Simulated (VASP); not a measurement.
Input of a VASP 6.6.1 run:

INCAR

```
SYSTEM = SiGe2
PREC = Accurate
ENCUT = 520
EDIFF = 1E-7
ISMEAR = 0
SIGMA = 0.1
LREAL = .False.
LASPH = .True.
NELM = 80
ALGO = Normal
ISIF = 2
LWAVE = .False.
LCHARG = .True.
GGA = PS
LELF = .True.
LVHAR = .True.
NBANDS = 23
```

Contents of KPOINTS:

```
regular mesh
0
Gamma
  6 6 6
  0 0 0
```

File POSCAR:

```
SiGe2
1.0
    0.0000000000      3.0608447154      3.0608447154
    3.0608447154      0.0000000000      3.0608447154
    3.0608447154      3.0608447154      0.0000000000
Si Ge
1 2
Direct
    0.0000000000      0.0000000000      0.0000000000
    0.7500000000      0.7500000000      0.7500000000
    0.2500000000      0.2500000000      0.2500000000
```

Potentials or basis: VASP PAW PBE potentials, release 64 (Si, Ge_d).

Launch:

```bash
$ cat potpaw_PBE.64/Si/POTCAR potpaw_PBE.64/Ge_d/POTCAR > POTCAR
$ mpirun -np 1 vasp_std > vasp.out
```

Estimate the band gap on the k mesh.

zero (band 16 reaches 7.46 eV, above the bottom of band 17 at 5.50 eV).

Estimate the pressure.

0.1 GPa.

Caveat: the PAW data sets were made with another functional, which shifts forces and pressure a little.
